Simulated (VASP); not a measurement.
## MgW: single point with PBE

The system is MgW.

```xyz
2
Lattice="1.6891 -2.1363 0.0000 1.6891 2.1363 0.0000 0.0000 0.0000 4.7393" Properties=species:S:1:pos:R:3 pbc="T T T"
Mg    1.6891    0.0000    2.3697
W     0.0000    0.0000    0.0000
```

| Quantity | Value |
| --- | --- |
| Program | VASP 6.6.1 |
| Task | single point |
| Functional | PBE |
| Potentials or basis | VASP PAW PBE potentials, release 64 (Mg, W_sv) |
| Cutoff | 520 eV |
| k mesh | 18 × 18 × 10 |
| Occupations | gaussian, width 0.1 eV |
| Spin | no spin polarisation |
| Dipole correction | no |
| Further INCAR settings | ALGO = Fast; EDIFF = 1e-06; NBANDS = 15 |

```yaml
Pressure: 0.1 GPa
Band_gap_on_the_k_mesh: zero (bands 8 and 9 overlap by 1.48 eV)
```

Stress tensor (GPa, compression positive):
```
 0.12  0.00  0.00
 0.00  0.18  0.00
 0.00  0.00 -0.13
```

Levels at points of the mesh, in eV from the Fermi level:
| k point | band 6 | band 7 | band 8 | band 9 | band 10 | band 11 |
| --- | --- | --- | --- | --- | --- | --- |
| (0.00, 0.00, 0.00) | -3.99 | -2.52 | -0.66 | 2.30 | 3.13 | 3.49 |
| (0.50, 0.00, 0.00) | -3.04 | -2.20 | -1.42 | 2.67 | 2.91 | 4.36 |
| (0.50, 0.50, 0.00) | -2.27 | -0.66 | -0.45 | 0.60 | 5.38 | 6.64 |
| (0.00, 0.00, 0.50) | -5.62 | -2.50 | -1.70 | 2.25 | 3.04 | 3.54 |
| (0.50, 0.00, 0.50) | -3.66 | -1.00 | -0.32 | 0.37 | 2.68 | 2.79 |
| (0.50, 0.50, 0.50) | -2.96 | -0.72 | 1.04 | 2.68 | 3.30 | 5.05 |

Wall time 5 min on 1 thread of Intel Xeon 8259CL (shared host), peak memory 0.39 GiB.

Caveat: spin-orbit coupling is left out, which moves the levels of the heavy elements.
